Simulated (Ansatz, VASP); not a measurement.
One calculation of AgBr, two programs

INCAR

```
SYSTEM = AgBr
ALGO = Normal
EDIFF = 1E-8
ENCUT = 400
GGA = PE
GGA_COMPAT = .FALSE.
ISIF = 2
ISMEAR = -1
LASPH = .TRUE.
LCHARG = .FALSE.
LEFG = .TRUE.
LREAL = .FALSE.
LWAVE = .FALSE.
NBANDS = 16
NELM = 120
PREC = Accurate
SIGMA = 0.03
```

KPOINTS

```
k-points
0
G
  13 13 13
  0 0 0
```

File POSCAR:

```
AgBr
1.0
    0.0000000000      2.8709392673      2.8709392673
    2.8709392673      0.0000000000      2.8709392673
    2.8709392673      2.8709392673      0.0000000000
Ag Br
1 1
Direct
    0.0000000000      0.0000000000      0.0000000000
    0.5000000000      0.5000000000      0.5000000000
```

Input for Ansatz:

```yaml
crystal:
  lattice:
    - [0.0, 2.8709392673, 2.8709392673]
    - [2.8709392673, 0.0, 2.8709392673]
    - [2.8709392673, 2.8709392673, 0.0]
  atoms:
    - { symbol: Ag, position: [0.0, 0.0, 0.0] }
    - { symbol: Br, position: [0.5, 0.5, 0.5] }
kpoints:
  mp_grid: { grid: [13, 13, 13] }
scf:
  occupations: { method: fermi_dirac, width: 0.03 }
hamiltonian:
  xc: pbe
  pseudopotentials: { kind: paw }
output:
  forces: true
  stress: true
  eigenvalues: true
  efg: { contact_densities: true }
```

Change from the starting cell: volume scaled by 0.95, PAW files.

Alike in both runs: task electric field gradients; functional PBE; k mesh 13 × 13 × 13; occupations fermi-dirac, width 0.03 eV; no spin polarisation.

|  | VASP | Ansatz |
| --- | --- | --- |
| version | VASP 6.6.1 | Ansatz 0.2.0 |
| potentials or method | VASP PAW PBE potentials, release 64 (Ag, Br) | PAW with Ansatz's default frozen-core files, scalar-relativistic |
| plane-wave cutoff (eV) | 400 | 420 |
| valence electrons in the cell | 18 | 26 |

Ansatz gave:

```
pressure (GPa) : 2.3
```

Q: Estimate VASP's values.

A: Pressure (GPa): 2.0.

VASP's potentials hold 18 valence electrons a cell and Ansatz's 26, so a difference there can come from the potentials and not from the codes.
